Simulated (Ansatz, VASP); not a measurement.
## One calculation of NaTaO, two programs

```
CELL_PARAMETERS angstrom
3.03032 0.00000 0.00000
-1.51516 2.62433 0.00000
0.00000 0.00000 11.35215
ATOMIC_POSITIONS crystal
Na 0.66667 0.33333 0.36407
Na 0.33333 0.66667 0.63593
Ta 0.33333 0.66667 0.10654
Ta 0.66667 0.33333 0.89346
O 0.00000 0.00000 0.21936
O 0.00000 0.00000 0.78064
```

Alike in both runs: functional PBE; k mesh 6 × 6 × 2; occupations gaussian, width 0.2 eV; no spin polarisation.

Ansatz relaxed the structure, and its values are those at the end. VASP's run is a single point on that final structure, the one shown.

|  | VASP | Ansatz |
| --- | --- | --- |
| version | VASP 6.6.1 | Ansatz 0.2.0 |
| potentials or method | VASP PAW PBE potentials, release 64 (Na_pv, Ta_pv, O), cutoff 600 eV | scalar-relativistic, plane waves, PAW |
| valence electrons in the cell | 48 | 56 |

|  | VASP | Ansatz | Ansatz less VASP |
| --- | --- | --- | --- |
| gap on the k mesh at the Fermi level (eV) | none | none | - |
| pressure (GPa) | 0.3 | 0.1 | -0.14 |
| rms of the force components (eV/Å) | 0.013 | 0.012 | -0.0006 |

A gap of «none» marks a metal or a gap that the smearing closes. VASP's potentials hold 48 valence electrons a cell and Ansatz's 56, so a difference there can come from the potentials and not from the codes.

The k mesh is coarse, so the values compare programs but aren't converged. Spin-orbit coupling is off throughout.
